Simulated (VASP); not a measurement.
# MnS (Fm-3m) in VASP: a series of runs

The runs below take MnS through single point, relaxation of cell and atoms, with PBE-based screened hybrid with 50 % exact exchange, LDA, PBEsol, PBE.

All numbers are computed with VASP 6.6.1; they aren't measurements. Logs are shortened: lines on timing, memory, paths and dates and some standing lists are left out, and cuts for length are marked.

### 1 The cell of the first run

Symmetry: Fm-3m, No. 225, cubic system. Conventional cell: a = 5.209 Å, b = 5.209 Å, c = 5.209 Å, α = 90.00°, β = 90.00°, γ = 90.00°. Mn (site symmetry m-3m) has 6 S at 2.60 Å within 3.4 Å. Within 3.4 Å of S (site symmetry m-3m) lie 6 Mn at 2.60 Å.

### 2 Single point, PBE-based screened hybrid with 50 % exact exchange, collinear spin, ferromagnetic start

The input, POSCAR:

```
MnS
1.0
    0.0000000000      2.6045000000      2.6045000000
    2.6045000000      0.0000000000      2.6045000000
    2.6045000000      2.6045000000      0.0000000000
Mn S
1 1
Direct
    0.0000000000      0.0000000000      0.0000000000
    0.5000000000      0.5000000000      0.5000000000
```

The input, INCAR.step1:

```
PREC = Accurate ; ENCUT = 400
EDIFF = 1E-5 ; ISMEAR = -1
SIGMA = 0.05 ; LREAL = False
LASPH = True ; NELM = 200
ALGO = Normal ; ISIF = 2
LWAVE = True ; LCHARG = False
ISPIN = 2 ; MAGMOM = 4 0
LORBIT = 11 ; LMAXMIX = 4
GGA = PE ; NBANDS = 20
GGA_COMPAT = False
```

The input, INCAR.step2:

```
PREC = Accurate ; ENCUT = 400
EDIFF = 1E-6 ; ISMEAR = -1
SIGMA = 0.05 ; LREAL = False
LASPH = True ; NELM = 200
ALGO = Normal ; ISIF = 2
LWAVE = False ; LCHARG = False
ISPIN = 2 ; MAGMOM = 4 0
LORBIT = 11 ; LMAXMIX = 4
GGA = PE ; LHFCALC = True
AEXX = 0.5 ; HFSCREEN = 0.2078699
PRECFOCK = Normal ; ISTART = 1
NBANDS = 20 ; GGA_COMPAT = False
```

The input, KPOINTS:

```
Automatic mesh
0
Gamma
  5 5 5
```

Potentials or basis: VASP PAW PBE potentials, release 64 (Mn_pv, S).

Started as:

```console
$ cat potpaw_PBE.64/Mn_pv/POTCAR potpaw_PBE.64/S/POTCAR > POTCAR
$ cp INCAR.step1 INCAR
$ mpirun -np 1 vasp_std > vasp.out
$ cp INCAR.step2 INCAR
$ mpirun -np 1 vasp_std > vasp.out
```

OUTCAR:

```text
PREC = Accurate
   ENCUT = 400
   EDIFF = 1E-6
   ISMEAR = -1
   LREAL = False
   LASPH = True
   NELM = 200
   ISIF = 2
   ISPIN = 2
   LORBIT = 11
   GGA = PE
   LHFCALC = True
   AEXX = 0.5
   HFSCREEN = 0.2078699
   PRECFOCK = Normal
   ISTART = 1

 ion  position               nearest neighbor table
   1  0.000  0.000  0.000-   2 2.60   2 2.60   2 2.60   2 2.60   2 2.60   2 2.60
   2  0.500  0.500  0.500-   1 2.60   1 2.60   1 2.60   1 2.60   1 2.60   1 2.60

  LATTYP: Found a face centered cubic cell.
 ALAT       =     5.2090000000

  Lattice vectors:

 A1 = (   0.0000000000,   2.6045000000,   2.6045000000)
 A2 = (   2.6045000000,   0.0000000000,   2.6045000000)
 A3 = (   2.6045000000,   2.6045000000,   0.0000000000)

Analysis of symmetry for initial positions (statically):
=====================================================================
 Subroutine PRICEL returns:
 Original cell was already a primitive cell.

 Routine SETGRP: Setting up the symmetry group for a
 face centered cubic supercell.

 Subroutine GETGRP returns: Found 48 space group operations
 (whereof 48 operations were pure point group operations)
 out of a pool of 48 trial point group operations.

The static configuration has the point symmetry O_h .

Analysis of symmetry for dynamics (positions and initial velocities):
=====================================================================
 Subroutine PRICEL returns:
 Original cell was already a primitive cell.

 Routine SETGRP: Setting up the symmetry group for a
 face centered cubic supercell.

 Subroutine GETGRP returns: Found 48 space group operations
 (whereof 48 operations were pure point group operations)
 out of a pool of 48 trial point group operations.

The dynamic configuration has the point symmetry O_h .

Analysis of structural, dynamic, and magnetic symmetry:
=====================================================================
 Subroutine PRICEL returns:
 Original cell was already a primitive cell.

 Routine SETGRP: Setting up the symmetry group for a
 face centered cubic supercell.

 Subroutine GETGRP returns: Found 48 space group operations
 (whereof 48 operations were pure point group operations)
 out of a pool of 48 trial point group operations.

The overall configuration has the point symmetry O_h .

 Subroutine INISYM returns: Found 48 space group operations
 (whereof 48 operations are pure point group operations),
 and found     1 'primitive' translations

----------------------------------------------------------------------------------------

                                     Primitive cell

  volume of cell :      35.3348

  direct lattice vectors                    reciprocal lattice vectors
     0.000000000  2.604500000  2.604500000    -0.191975427  0.191975427  0.191975427
     2.604500000  0.000000000  2.604500000     0.191975427 -0.191975427  0.191975427
     2.604500000  2.604500000  0.000000000     0.191975427  0.191975427 -0.191975427

  length of vectors
     3.683319223  3.683319223  3.683319223     0.332511194  0.332511194  0.332511194

  position of ions in fractional coordinates (direct lattice)
     0.000000000  0.000000000  0.000000000
     0.500000000  0.500000000  0.500000000

  ion indices of the primitive-cell ions
   primitive index   ion index
                 1           1
                 2           2

----------------------------------------------------------------------------------------

 KPOINTS: Automatic mesh

Automatic generation of k-mesh.
 Grid dimensions read from file:
 generate k-points for:    5    5    5

 Generating k-lattice:

  Cartesian coordinates                     Fractional coordinates (reciprocal lattice)
    -0.038395085  0.038395085  0.038395085     0.200000000  0.000000000  0.000000000
     0.038395085 -0.038395085  0.038395085     0.000000000  0.200000000  0.000000000
     0.038395085  0.038395085 -0.038395085     0.000000000  0.000000000  0.200000000

  Length of vectors
     0.066502239  0.066502239  0.066502239

  Shift w.r.t. Gamma in fractional coordinates (k-lattice)
     0.000000000  0.000000000  0.000000000

 Subroutine IBZKPT returns following result:
 ===========================================

 Found     10 irreducible k-points:

 Following reciprocal coordinates:
            Coordinates               Weight
  0.000000  0.000000  0.000000      1.000000
  0.200000  0.000000  0.000000      8.000000
  0.400000  0.000000  0.000000      8.000000
  0.200000  0.200000  0.000000      6.000000
  0.400000  0.200000  0.000000     24.000000
 -0.400000  0.200000  0.000000     24.000000
 -0.200000  0.200000  0.000000     12.000000
  0.400000  0.400000  0.000000      6.000000
 -0.400000  0.400000  0.000000     12.000000
 -0.400000  0.400000  0.200000     24.000000
   k-points           NKPTS =     10   k-points in BZ     NKDIM =    125   number of bands    NBANDS=     20
   number of dos      NEDOS =    301   number of ions     NIONS =      2
   total plane-waves  NPLWV =  13824
   dimension x,y,z NGX =    24 NGY =   24 NGZ =   24
   dimension x,y,z NGXF=    48 NGYF=   48 NGZF=   48
   ions per type =               1   1
   NGX,Y,Z   is equivalent  to a cutoff of  10.83, 10.83, 10.83 a.u.
   NGXF,Y,Z  is equivalent  to a cutoff of  21.66, 21.66, 21.66 a.u.
 SYSTEM =  unknown system
   PREC   = accura    normal or accurate (medium, high low for compatibility)
   ISTART =      1    job   : 0-new  1-cont  2-samecut
   ICHARG =      0    charge: 1-file 2-atom 10-const
   ISPIN  =      2    spin polarized calculation?
   LNONCOLLINEAR =      F non collinear calculations
   LSORBIT =      F    spin-orbit coupling
   LASPH  =      T    aspherical Exc in radial PAW
   ENCUT  =  400.0 eV  29.40 Ry    5.42 a.u.   6.01  6.01  6.01*2*pi/ulx,y,z
   NELM   =    200;   NELMIN=  2; NELMDL=  0     # of ELM steps
   EDIFF  = 0.1E-05   stopping-criterion for ELM
   LREAL  =      F    real-space projection
   EDIFFG = 0.1E-04   stopping-criterion for IOM
   NSW    =      0    number of steps for IOM
   IBRION =     -1    ionic relax: 0-MD 1-quasi-New 2-CG
   NFREE  =      0    steps in history (QN), initial steepest desc. (CG)
   ISIF   =      2    stress and relaxation
   ISYM   =      3    0-nonsym 1-usesym 2-fastsym
   POTIM  = 0.5000    time-step for ionic-motion
   TEBEG  =    0.0;   TEEND  =   0.0 temperature during run
   PSTRESS=    0.0 pullay stress
   NELECT =      19.0000    total number of electrons
   NUPDOWN=      -1.0000    fix difference up-down
   EMIN   =  10.00;   EMAX   =-10.00  energy-range for DOS
   EFERMI =   0.00;   METHOD = LEGACY
   ISMEAR =    -1;   SIGMA  =   0.05  broadening in eV -4-tet -1-fermi 0-gaus
   EFERMI_NEDOS =   21; number of points for ismear=-14 and -15
   IALGO  =     38    algorithm
   IMIX   =      1    mixing-type and parameters
     AMIX     =   0.40;   BMIX     =  1.00
     AMIX_MAG =   1.60;   BMIX_MAG =  1.00
  volume/ion in A,a.u.               =      17.67       119.23
  Fermi-wavevector in a.u.,A,eV,Ry     =   1.331246  2.515690 24.112464  1.772216
  Thomas-Fermi vector in A             =   2.460272
   LORBIT       =     11    0 simple, 1 ext, 2 COOP (PROOUT), +10 PAW based schemes
   GGA     = PE    functional components
   LHFCALC =     T    Hartree Fock is set to
   PRECFOCK=normal    Normal, Fast or Accurate (Low or Medium for compatibility)
   ENCUT4O =  -1.0   cutoff for four orbital integrals eV
   NKREDX  =     1    reduce k-point grid by
   NKREDY  =     1    reduce k-point grid by
   NKREDZ  =     1    reduce k-point grid by
   AEXX    =    0.5000 exact exchange contribution
   HFSCREEN=    0.2079 screening length (either q_TF or 0.3 A-1)
   HFSCREENC=   0.2079 screening length for correlation (either q_TF or 0.3 A-1)
   ENCUTFOCK=  -1.0 apply spherical cutoff to Coloumb kernel
   IVDW    =     0    specifies the selected vdW correction
   LEPSILON=     F    determine dielectric tensor
   LRPA    =     F    only Hartree local field effects (RPA)
 spin polarized calculation
  energy-cutoff  :      400.00
  volume of cell :       35.33
 maximum number of plane-waves:       656
  NGX = 20; NGY = 20; NGZ = 20

 number of electron      19.0000022 magnetization       5.0041219

 Free energy of the ion-electron system (eV)
  ---------------------------------------------------
  ext. energy  EPLUGINS =         0.00000000
  ---------------------------------------------------
  free energy    TOTEN  =       -27.16240794 eV

  energy without entropy =      -27.16240794  energy(sigma->0) =      -27.16240794

 E-fermi :   6.2268     XC(G=0):  -6.9071

 val. band max:        5.0017583326   @ k =  -0.2000   0.2000   0.0000
 cond. band min:       7.9531771523   @ k =   0.4000   0.4000   0.0000
 fundamental gap:      2.9514188196
 Fermi energy:         6.2268022706

 spin component 1

 k-point     1 :       0.0000    0.0000    0.0000
  band No.  band energies     occupation
      1     -53.4718      1.00000
      2     -53.4718      1.00000
      3     -53.4718      1.00000
      4     -11.6679      1.00000
      5      -1.1989      1.00000
      6      -1.1989      1.00000
[... 12 lines left out ...]
     19      19.8603      0.00000
[... 190 lines left out ...]
      3     -53.4741      1.00000
      4      -9.9274      1.00000
      5      -2.0680      1.00000
      6      -1.7873      1.00000
[... 12 lines left out ...]
     19      24.5175      0.00000
     20      25.1001      0.00000
 Fermi energy:         6.2268022706

 spin component 2

 k-point     1 :       0.0000    0.0000    0.0000
  band No.  band energies     occupation
      1     -44.7626      1.00000
      2     -44.7626      1.00000
      3     -44.7625      1.00000
      4     -11.2753      1.00000
      5       3.9803      1.00000
      6       3.9803      1.00000
[... 12 lines left out ...]
     19      22.7916      0.00000
[... 191 lines left out ...]
      4      -9.4794      1.00000
      5      -0.3905      1.00000
      6       0.8237      1.00000
[... 12 lines left out ...]
     19      25.3686      0.00000
     20      26.1677      0.00000

------------------------ aborting loop because EDIFF is reached ----------------------------------------

  FORCE on cell =-STRESS in cart. coord.  units (eV):
  Direction    XX          YY          ZZ          XY          YZ          ZX
  --------------------------------------------------------------------------------------
  -------------------------------------------------------------------------------------
  Total        0.3783461      0.3783461      0.3783461     -0.0000000     -0.0000000      0.0000000
  in kB       17.1552390     17.1552390     17.1552390     -0.0000000     -0.0000000      0.0000000
  external PRESSURE =      17.1552390 kB  Pullay stress =       0.0000000 kB

 VOLUME and BASIS-vectors are now :
 -----------------------------------------------------------------------------
  energy-cutoff  :      400.00
  volume of cell :       35.33
      direct lattice vectors                 reciprocal lattice vectors
     0.000000000  2.604500000  2.604500000    -0.191975427  0.191975427  0.191975427
     2.604500000  0.000000000  2.604500000     0.191975427 -0.191975427  0.191975427
     2.604500000  2.604500000  0.000000000     0.191975427  0.191975427 -0.191975427

 POSITION                                       TOTAL-FORCE (eV/Angst)
 -----------------------------------------------------------------------------------
      0.00000      0.00000      0.00000         0.000000      0.000000      0.000000
      2.60450      2.60450      2.60450        -0.000000     -0.000000     -0.000000
 -----------------------------------------------------------------------------------
    total drift:                               -0.000000      0.000000     -0.000001

  FREE ENERGIE OF THE ION-ELECTRON SYSTEM (eV)
  ---------------------------------------------------
  free  energy   TOTEN  =       -27.1624079413 eV

  energy  without entropy=      -27.1624079413  energy(sigma->0) =      -27.16240794

 total charge

# of ion       s       p       d       tot
------------------------------------------
    1        0.200   6.164   4.877  11.241
    2        1.305   2.522   0.000   3.827
--------------------------------------------------
tot          1.505   8.686   4.877  15.068

 magnetization (x)

# of ion       s       p       d       tot
------------------------------------------
    1        0.034   0.027   4.574   4.636
    2        0.020   0.065   0.000   0.086
--------------------------------------------------
tot          0.054   0.093   4.574   4.721
```

It took 26 min on 1 thread of Intel Xeon Platinum 8259CL at 2.50GHz (Skylake/Cascade Lake), shared host; peak memory 0.26 GiB.

Results:

```
Free energy                                           : -27.1624 eV
Pressure                                              : 1.7 GPa
Band gap on the k mesh                                : 2.95 eV (least direct gap 5.46 eV)
Net moment                                            : 5.00 μB per cell
Site moments                                          : Mn +4.64; S +0.09 μB
Valence electrons inside the program's atomic spheres : Mn 11.24; S 3.83
```

Caveat: the PAW data sets were made with another functional, which shifts forces and pressure a little; an odd mesh through Γ misses points on the zone boundary, where band edges can lie; a cell with one magnetic atom can't hold antiferromagnetic order, which such compounds often take.

### 3 Relaxation of cell and atoms, LDA, collinear spin, ferromagnetic start

The input, INCAR:

```
SYSTEM = MnS
PREC = Accurate ; ENCUT = 600
EDIFF = 1E-6 ; ISMEAR = -1
SIGMA = 0.05 ; LREAL = .False.
LASPH = .True. ; NELM = 150
ALGO = Normal ; ISIF = 3
LWAVE = .False. ; LCHARG = .False.
ISPIN = 2 ; MAGMOM = 4 0
LORBIT = 11 ; LMAXMIX = 4
IBRION = 2 ; NSW = 60
EDIFFG = -0.01
```

The input, KPOINTS:

```
Automatic mesh
0
Gamma
  9 9 9
  0 0 0
```

POSCAR is that of step 2.

Potentials or basis: VASP PAW LDA potentials, release 64 (Mn_pv, S).

Started as:

```console
$ cat potpaw_LDA.64/Mn_pv/POTCAR potpaw_LDA.64/S/POTCAR > POTCAR
$ mpirun -np 1 vasp_std > vasp.out
```

Wall time 1.7 min (1 thread of Intel Xeon 6975P-C (Granite Rapids), shared host); peak memory 0.19 GiB.

It converged, with:

```yaml
Free_energy: -15.3811 eV
Relaxed_volume: 13.71 Å³/atom
Relaxed_cell: a = 3.385 Å, b = 3.385 Å, c = 3.385 Å, α = 60.00°, β = 60.00°, γ = 60.00°
Space_group_after_relaxing_to_0.1_Å: Fm-3m (No. 225)
Energy_gained_by_relaxing: 201.0 meV/atom
Ionic_steps: 6
Pressure_after_relaxing: 0.1 GPa
Net_moment: 3.51 μB per cell
Site_moments: Mn +3.25; S +0.05 μB
Valence_electrons_inside_the_program's_atomic_spheres: Mn 11.68; S 3.74
```

The path:
| step | energy change (eV) | largest force (eV/Å) | pressure (GPa) | volume (Å³) |
| --- | --- | --- | --- | --- |
| 1 | 0.0000 | 0.0000 | -12.44 | 35.33 |
| 2 | -0.3848 | 0.0000 | -3.47 | 28.77 |
| 3 | -0.4005 | 0.0000 | -1.36 | 27.81 |
| 4 | -0.3834 | 0.0000 | 3.02 | 25.93 |
| 5 | -0.4015 | 0.0000 | 0.83 | 27.18 |
| 6 | -0.4021 | 0.0000 | 0.05 | 27.42 |

Final structure:
```
Mn S
1.0
     0.00000    2.39326    2.39326
     2.39326    0.00000    2.39326
     2.39326    2.39326    0.00000
Mn S
1 1
Direct
  0.00000 0.00000 0.00000
  0.50000 0.50000 0.50000
```

Levels at points of the mesh, in eV from the Fermi level:
Spin up:
| k point | band 8 | band 9 | band 10 | band 11 | band 12 | band 13 | band 14 | band 15 |
| --- | --- | --- | --- | --- | --- | --- | --- | --- |
| (0.00, 0.00, 0.00) | -2.93 | -2.93 | -1.95 | -1.95 | -1.95 | 4.20 | 9.56 | 9.56 |
Spin down:
```tsv
k point	band 6	band 7	band 8	band 9	band 10	band 11
(0.00, 0.00, 0.00)	-1.73	-1.73	-0.71	-0.71	-0.71	-0.58
```

Caveat: the volume moved by over 15 % at a fixed basis, so the end points are rough; a cell with one magnetic atom can't hold antiferromagnetic order, which such compounds often take; semilocal functionals often make such compounds metallic where correlation or magnetic order opens a gap, which also shifts bond lengths.

### 4 Relaxation of cell and atoms, PBEsol, collinear spin, ferromagnetic start

The input, INCAR:

```
  ALGO = Normal
  EDIFF = 1E-7
  EDIFFG = -0.01
  ENCUT = 600
  GGA = PS
  IBRION = 2
  ISIF = 3
  ISMEAR = -1
  ISPIN = 2
  LASPH = True
  LCHARG = False
  LMAXMIX = 4
  LORBIT = 11
  LREAL = False
  LWAVE = False
  MAGMOM = 4 0
  NELM = 150
  NSW = 60
  PREC = Accurate
  SIGMA = 0.05
```

The input, KPOINTS:

```
k-points
0
Gamma
  9 9 9
```

POSCAR is that of step 3.

Potentials or basis: VASP PAW PBE potentials, release 64 (Mn_pv, S).

Started as:

```console
$ cat potpaw_PBE.64/Mn_pv/POTCAR potpaw_PBE.64/S/POTCAR > POTCAR
$ mpirun -np 1 vasp_std > vasp.out
```

Wall time 2.4 min (1 thread of Intel Xeon 6975P-C (Granite Rapids), shared host); peak memory 0.21 GiB.

The run converged. Its results:

| Property | Result |
| --- | --- |
| Free energy | -14.9907 eV |
| Relaxed volume | 14.90 Å³/atom |
| Relaxed cell | a = 3.480 Å, b = 3.480 Å, c = 3.480 Å, α = 60.00°, β = 60.00°, γ = 60.00° |
| Space group after relaxing (to 0.1 Å) | Fm-3m (No. 225) |
| Energy gained by relaxing | 66.4 meV/atom |
| Ionic steps | 14 |
| Pressure after relaxing | -0.1 GPa |
| Net moment | 3.99 μB per cell |
| Site moments | Mn +3.71; S +0.05 μB |
| Valence electrons inside the program's atomic spheres | Mn 11.52; S 3.72 |

Step by step:
```tsv
step	energy change (eV)	largest force (eV/Å)	pressure (GPa)	volume (Å³)
1	0.0000	0.0000	-7.18	35.33
2	-0.1170	0.0000	-2.45	31.44
3	-0.1327	0.0000	0.27	29.68
4	-0.1327	0.0000	-0.20	29.84
5	-0.1327	0.0000	-0.22	29.84
6	-0.1327	0.0000	-0.18	29.83
7	-0.1327	0.0000	-0.18	29.83
8	-0.1327	0.0000	-0.17	29.83
9	-0.1328	0.0000	-0.16	29.83
10	-0.1328	0.0000	-0.19	29.83
11	-0.1328	0.0000	-0.19	29.83
12	-0.1328	0.0000	-0.15	29.82
13	-0.1328	0.0000	-0.12	29.81
14	-0.1328	0.0000	-0.07	29.80
```

Final structure:
```
CELL_PARAMETERS angstrom
0.00000 2.46059 2.46059
2.46059 0.00000 2.46059
2.46059 2.46059 0.00000
ATOMIC_POSITIONS crystal
Mn 0.00000 0.00000 0.00000
S 0.50000 0.50000 0.50000
```

Levels at points of the mesh, in eV from the Fermi level:
Spin up:
```tsv
k point	band 9	band 10	band 11	band 12	band 13	band 14	band 15
(0.00, 0.00, 0.00)	-3.24	-2.05	-2.05	-2.05	3.12	9.04	9.04
```
Spin down:
```tsv
k point	band 4	band 5	band 6	band 7	band 8	band 9	band 10	band 11	band 12	band 13
(0.00, 0.00, 0.00)	-15.56	-1.86	-1.86	-1.86	-0.33	-0.33	-0.33	-0.19	-0.19	3.88
```

Caveat: the volume moved by over 15 % at a fixed basis, so the end points are rough; the PAW data sets were made with another functional, which shifts forces and pressure a little; a cell with one magnetic atom can't hold antiferromagnetic order, which such compounds often take; semilocal functionals often make such compounds metallic where correlation or magnetic order opens a gap, which also shifts bond lengths. With open d or f shells a metallic result of PBEsol can be an artefact of self-interaction; +U or a hybrid may open a gap.

(Part 1 of 2 ends here.)

The gap in the log of VASP goes by the Fermi energy; the results here count the filled bands.